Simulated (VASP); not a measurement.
# WC in VASP: notebook

The runs below take WC through single point, with PBE+D3(BJ).

All numbers are computed with VASP 6.6.1; they aren't measurements. Logs are shortened: lines on timing, memory, paths and dates and some standing lists are left out, and cuts for length are marked.

### 1 The cell of the first run

The cell holds a slab with vacuum, 16 atoms: a = 5.696 Å, b = 5.595 Å, c = 17.110 Å, α = 90.00°, β = 90.00°, γ = 90.00°.

### 2 Single point, PBE+D3(BJ)

File INCAR:

```
SYSTEM = WC
PREC = Accurate ; ENCUT = 520
EDIFF = 1E-6 ; ISMEAR = -1
SIGMA = 0.05 ; LREAL = Auto
LASPH = .True. ; NELM = 60
ALGO = Normal ; ISIF = 2
LWAVE = .False. ; LCHARG = .False.
GGA = PE ; IVDW = 12
NBANDS = 86
```

File KPOINTS:

```
regular mesh
0
Gamma
  3 3 1
  0 0 0
```

File POSCAR:

```
WC
1.0
    5.6955400000      0.0000000000      0.0000000000
    0.0000000000      5.5945400000      0.0000000000
    0.0000000000      0.0000000000     17.1104020000
W C
8 8
Direct
    0.0000000000      0.0000000000      0.0584439805
    0.2473338788     -0.0105817458      0.2074293754
    0.0000000000      0.5000053624      0.0584439805
    0.2537072868      0.4852767162      0.2131861075
    0.5000052673      0.0000000000      0.0584439805
    0.7398244943     -0.0114575997      0.2139283460
    0.5000052673      0.5000053624      0.0584439805
    0.7671441163      0.4837573777      0.2089839853
    0.5118917609      0.2408240892      0.1504581833
    0.2431551705      0.2015000340      0.3253517948
    0.5094161396      0.7595620015      0.1511069115
    0.2367290898      0.7368612969      0.2934063151
    1.0006952809      0.2322621699      0.1635730125
    0.5064137904      0.2146557179      0.2735119841
    0.9961478631      0.7393816114      0.1595695998
    0.9629113306      0.7307839429      0.2915477965
```

Potentials or basis: VASP PAW PBE potentials, release 64 (W_sv, C).

Launch:

```sh
$ cat potpaw_PBE.64/W_sv/POTCAR potpaw_PBE.64/C/POTCAR > POTCAR
$ mpirun -np 1 vasp_std > vasp.out
```

OUTCAR:

```text
SYSTEM = WC
   PREC = Accurate
   ENCUT = 520
   EDIFF = 1E-6
   ISMEAR = -1
   LREAL = Auto
   LASPH = .True.
   NELM = 60
   ISIF = 2
   GGA = PE
   IVDW = 12
 IVDW          = 12

 ion  position               nearest neighbor table
   1  0.000  0.000  0.058-  13 2.22  15 2.26   3 2.80   3 2.80   5 2.85   5 2.85   2 2.91   6 3.05

   2  0.247  0.989  0.207-  12 2.04  13 2.09  15 2.16  11 2.19  14 2.25   9 2.28  10 2.34  16 2.61
                             4 2.78   6 2.81   4 2.82   6 2.89   1 2.91   5 2.93
   3  0.000  0.500  0.058-  15 2.19  13 2.34   1 2.80   1 2.80   7 2.85   7 2.85   8 2.90   4 3.02

   4  0.254  0.485  0.213-  12 1.97  13 2.19  15 2.24   9 2.28  14 2.33  11 2.37  10 2.49  16 2.54
                             8 2.77   2 2.78   2 2.82   8 2.93   7 3.00   3 3.02
   5  0.500  0.000  0.058-   9 2.07  11 2.08   7 2.80   7 2.80   1 2.85   1 2.85   2 2.93   6 2.99

   6  0.740  0.989  0.214-  14 2.10  11 2.13  13 2.19   9 2.20  15 2.22  16 2.34   8 2.78   2 2.81
                             8 2.83   2 2.89   5 2.99   1 3.05
   7  0.500  0.500  0.058-   9 2.14  11 2.15   5 2.80   5 2.80   3 2.85   3 2.85   8 2.99   4 3.00

   8  0.767  0.484  0.209-  13 2.09  15 2.11   9 2.23  16 2.27  11 2.35  14 2.39   4 2.77   6 2.78
                             6 2.83   3 2.90   4 2.93   7 2.99
   9  0.512  0.241  0.150-   5 2.07   7 2.14   6 2.20   8 2.23   4 2.28   2 2.28
  10  0.243  0.202  0.325-  14 1.74   2 2.34   4 2.49
  11  0.509  0.760  0.151-   5 2.08   6 2.13   7 2.15   2 2.19   8 2.35   4 2.37
  12  0.237  0.737  0.293-  16 1.56   4 1.97   2 2.04
  13  0.001  0.232  0.164-   8 2.09   2 2.09   4 2.19   6 2.19   1 2.22   3 2.34
  14  0.506  0.215  0.274-  10 1.74   6 2.10   2 2.25   4 2.33   8 2.39
  15  0.996  0.739  0.160-   8 2.11   2 2.16   3 2.19   6 2.22   4 2.24   1 2.26
  16  0.963  0.731  0.292-  12 1.56   8 2.27   6 2.34   4 2.54   2 2.61

  LATTYP: Found a simple orthorhombic cell.
 ALAT       =     5.5945400000
 B/A-ratio  =     1.0180533163
 C/A-ratio  =     3.0584108792

  Lattice vectors:

 A1 = (   0.0000000000,  -5.5945400000,   0.0000000000)
 A2 = (   5.6955400000,   0.0000000000,   0.0000000000)
 A3 = (   0.0000000000,   0.0000000000,  17.1104020000)

Analysis of symmetry for initial positions (statically):
=====================================================================
 Subroutine PRICEL returns:
 Original cell was already a primitive cell.

 Routine SETGRP: Setting up the symmetry group for a
 simple orthorhombic supercell.

 Subroutine GETGRP returns: Found  1 space group operations
 (whereof  1 operations were pure point group operations)
 out of a pool of  8 trial point group operations.

The static configuration has the point symmetry C_1 .

[... 129 lines left out ...]
   TEBEG  =    0.0;   TEEND  =   0.0 temperature during run
   PSTRESS=    0.0 pullay stress
   NELECT =     144.0000    total number of electrons
   NUPDOWN=      -1.0000    fix difference up-down
   EMIN   =  10.00;   EMAX   =-10.00  energy-range for DOS
   EFERMI =   0.00;   METHOD = LEGACY
   ISMEAR =    -1;   SIGMA  =   0.05  broadening in eV -4-tet -1-fermi 0-gaus
   EFERMI_NEDOS =   21; number of points for ismear=-14 and -15
   IALGO  =     38    algorithm
   IMIX   =      4    mixing-type and parameters
     AMIX     =   0.40;   BMIX     =  1.00
     AMIX_MAG =   1.60;   BMIX_MAG =  1.00
  volume/ion in A,a.u.               =      34.08       229.95
  Fermi-wavevector in a.u.,A,eV,Ry     =   1.050370  1.984912 15.011010  1.103278
  Thomas-Fermi vector in A             =   2.185371
   LORBIT       =      0    0 simple, 1 ext, 2 COOP (PROOUT), +10 PAW based schemes
   GGA     = PE    functional components
   LHFCALC =     F    Hartree Fock is set to
   AEXX    =    0.0000 exact exchange contribution
   IVDW    =    12    specifies the selected vdW correction
   LEPSILON=     F    determine dielectric tensor
   LRPA    =     F    only Hartree local field effects (RPA)
 non-spin polarized calculation
  energy-cutoff  :      520.00
  volume of cell :      545.20
 maximum number of plane-waves:     14731
 NGX is ok and might be reduce to    42
   NGX = 21   NGY = 21   NGZ = 63

 number of electron     143.9999986 magnetization

 Free energy of the ion-electron system (eV)
  ---------------------------------------------------
  ext. energy  EPLUGINS =         0.00000000
  ---------------------------------------------------
  free energy    TOTEN  =      -155.30154734 eV

  energy without entropy =     -155.21913232  energy(sigma->0) =     -155.26033983

 E-fermi :  -0.2107     XC(G=0):  -5.5773

 val. band max:       -0.2457568240   @ k =   0.0000   0.3333   0.0000
 cond. band min:      -0.1585161424   @ k =   0.3333   0.3333   0.0000
 fundamental gap:      0.0872406815
 Fermi energy:        -0.2107473505

 k-point     1 :       0.0000    0.0000    0.0000
  band No.  band energies     occupation
      1     -74.7358      2.00000
      2     -74.7131      2.00000
      3     -74.6952      2.00000
      4     -74.6628      2.00000
      5     -74.6419      2.00000
      6     -74.6188      2.00000
[... 424 lines left out ...]
     83       1.2294      0.00000
     84       1.4237      0.00000
 [bands above 84 left out]

------------------------ aborting loop because EDIFF is reached ----------------------------------------

 Edisp (eV)   -4.20690

 E8    (eV) :    -2.0037

  FORCE on cell =-STRESS in cart. coord.  units (eV):
  Direction    XX          YY          ZZ          XY          YZ          ZX
  --------------------------------------------------------------------------------------
  -------------------------------------------------------------------------------------
  Total     -29.29981    -5.56376   -12.52128    -0.82539     5.28956     5.96291
  in kB     -86.10253   -16.35005   -36.79593    -2.42555    15.54429    17.52303
  external pressure =      -46.42 kB  Pullay stress =        0.00 kB

 VOLUME and BASIS-vectors are now :
 -----------------------------------------------------------------------------
  energy-cutoff  :      520.00
  volume of cell :      545.20
      direct lattice vectors                 reciprocal lattice vectors
     5.695540000  0.000000000  0.000000000     0.175575977  0.000000000  0.000000000
     0.000000000  5.594540000  0.000000000     0.000000000  0.178745706  0.000000000
     0.000000000  0.000000000 17.110402000     0.000000000  0.000000000  0.058443980

 POSITION                                       TOTAL-FORCE (eV/Angst)
 -----------------------------------------------------------------------------------
      0.00000      0.00000      1.00000        -0.154810     -0.586516      1.455304
      1.40870      5.53534      3.54920        -0.304267     -0.252177      0.454605
      0.00000      2.79730      1.00000        -0.061068     -0.156500      1.091033
      1.44500      2.71490      3.64770         0.326010     -0.163011     -0.775909
      2.84780      0.00000      1.00000         0.048690     -0.029982      0.364258
      4.21370      5.53044      3.66040         1.433317     -0.396750     -1.697100
[... 8 lines left out ...]
      5.67360      4.13650      2.73030         0.859485     -0.068956     -2.526636
      5.48430      4.08840      4.98850         4.064734      0.011920     -0.970939
 -----------------------------------------------------------------------------------
    total drift:                               -0.004402      0.001156     -0.012061

  FREE ENERGIE OF THE ION-ELECTRON SYSTEM (eV)
  ---------------------------------------------------
  free  energy   TOTEN  =      -159.5084480641 eV

  energy  without entropy=     -159.4260330489  energy(sigma->0) =     -159.46724056
```

Run time: 6.2 min. Hardware: 1 thread of AMD EPYC 9R45 (Zen 5), shared host; peak memory 0.52 GiB.

Results:

```yaml
Free_energy: -159.5084 eV
Largest_force: 5.661 eV/Å
Band_gap_on_the_k_mesh: zero (bands 72 and 73 overlap by 0.40 eV)
Dispersion_energy_per_atom: -0.263 eV
```

Forces in eV/Å, atoms in the order of the input:
```
W   -0.155 -0.587  1.455
W   -0.304 -0.252  0.455
W   -0.061 -0.157  1.091
W    0.326 -0.163 -0.776
W    0.049 -0.030  0.364
W    1.433 -0.397 -1.697
W   -0.041 -0.086  1.436
W   -1.783  0.460 -0.426
C   -0.905  0.446 -0.092
C    4.030  0.472 -3.948
C    0.066 -1.381  1.195
C   -4.528  0.475  2.440
C   -0.690  0.468 -0.820
C   -2.362  0.787  2.822
C    0.859 -0.069 -2.527
C    4.065  0.012 -0.971
```

Caveat: the k points lie up to 0.37 Å⁻¹ apart; there is no dipole correction, which matters where the two faces differ; spin-orbit coupling is left out, which moves the levels of the heavy elements.

### 3 Single point, PBE+D3(BJ)

File INCAR:

```
  PREC = Accurate
  ENCUT = 520
  EDIFF = 1E-6
  ISMEAR = -1
  SIGMA = 0.05
  LREAL = Auto
  LASPH = T
  NELM = 60
  ALGO = Normal
  ISIF = 2
  LWAVE = F
  LCHARG = F
  GGA = PE
  IVDW = 12
  NBANDS = 86
```

File KPOINTS:

```
regular mesh
0
Gamma
  3 3 1
```

File POSCAR:

```
WC
1.0
    5.6955400000      0.0000000000      0.0000000000
    0.0000000000      5.5945400000      0.0000000000
    0.0000000000      0.0000000000     17.1104020000
W C
8 8
Direct
    0.0000000000      0.0000000000      0.0584439805
    0.2508102831     -0.0213064881      0.2035603839
    0.0000000000      0.5000053624      0.0584439805
    0.2582898198      0.4711915546      0.2135484602
    0.5000052673      0.0000000000      0.0584439805
    0.7660379876     -0.0162479846      0.2037766266
    0.5000052673      0.5000053624      0.0584439805
    0.7645455918      0.4867245564      0.2071488443
    0.4836767014      0.2441845085      0.1502244074
    0.3620727798      0.2280795204      0.2927984977
    0.4860996499      0.7344839790      0.1554551436
    0.1684827075      0.7280312590      0.3166962413
    1.0245560561      0.2471516872      0.1463554158
    0.5819465757      0.1823563689      0.2898353879
    1.0455549430      0.7302655804      0.1564954465
    0.9365047037      0.7604378555      0.2753295919
```

Potentials or basis: VASP PAW PBE potentials, release 64 (W_sv, C).

Launch:

```sh
$ cat potpaw_PBE.64/W_sv/POTCAR potpaw_PBE.64/C/POTCAR > POTCAR
$ mpirun -np 1 vasp_std > vasp.out
```

Wall time 6.4 min (1 thread of AMD EPYC 9R45 (Zen 5), shared host); peak memory 0.53 GiB.

Results (log left out):

* Free energy: -161.1631 eV
* Largest force: 6.590 eV/Å
* Band gap on the k mesh: zero (bands 72 and 73 overlap by 0.18 eV)
* Dispersion energy per atom: -0.264 eV

Forces on the atoms (eV/Å):
```
W    0.195 -0.836 -0.582
W    1.578  0.792  1.668
W   -0.042  0.313  0.151
W   -0.620  2.093 -0.484
W    0.128 -0.585  0.068
W   -1.738  1.466 -1.334
W    0.401 -0.391  0.508
W   -1.026 -0.675 -2.303
C    1.421 -0.102 -0.941
C   -1.367  0.770  2.717
C    2.109 -0.029  0.481
C   -3.254  0.235 -2.922
C   -1.137 -0.403  2.265
C    1.385 -1.286 -0.279
C   -3.390 -0.633 -2.782
C    5.356 -0.730  3.769
```

Levels at points of the mesh, in eV from the Fermi level:
| k point | band 68 | band 69 | band 70 | band 71 | band 72 | band 73 | band 74 | band 75 | band 76 | band 77 |
| --- | --- | --- | --- | --- | --- | --- | --- | --- | --- | --- |
| (0.00, 0.00, 0.00) | -0.78 | -0.54 | -0.40 | -0.15 | 0.15 | 0.39 | 0.48 | 0.57 | 1.15 | 1.37 |

Caveat: the k points lie up to 0.37 Å⁻¹ apart; there is no dipole correction, which matters where the two faces differ; spin-orbit coupling is left out, which moves the levels of the heavy elements.

The gap in the log of VASP goes by the Fermi energy; the results here count the filled bands.